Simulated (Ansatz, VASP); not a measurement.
## La2Os in VASP and in Ansatz

```
CELL_PARAMETERS angstrom
0.00000 4.29575 4.29575
4.29575 0.00000 4.29575
4.29575 4.29575 0.00000
ATOMIC_POSITIONS crystal
La 0.12500 0.12500 0.12500
La 0.62500 0.12500 0.12500
La 0.12500 0.12500 0.62500
La 0.12500 0.62500 0.12500
Os 0.50000 0.50000 0.50000
Os 0.75000 0.75000 0.75000
```

Change from the starting cell: species swapped into the YRh2 type (Fd-3m, No. 227).

Alike in both runs: task single point; functional PBE; k mesh 4 × 4 × 4; occupations gaussian, width 0.1 eV; no spin polarisation.

|  | VASP | Ansatz |
| --- | --- | --- |
| version | VASP 6.6.1 | Ansatz 0.2.0 |
| potentials or method | VASP PAW PBE potentials, release 64 (La, Os), cutoff 520 eV | scalar-relativistic, plane waves, PAW |
| valence electrons in the cell | 60 | 76 |

```tsv
	VASP	Ansatz	Ansatz less VASP
gap on the k mesh at the Fermi level (eV)	none	none	-
pressure (GPa)	-2.0	-1.9	+0.08
```

A gap of «none» marks a metal or a gap that the smearing closes. VASP's potentials hold 60 valence electrons a cell and Ansatz's 76, so a difference there can come from the potentials and not from the codes.

Spin-orbit coupling is off throughout.
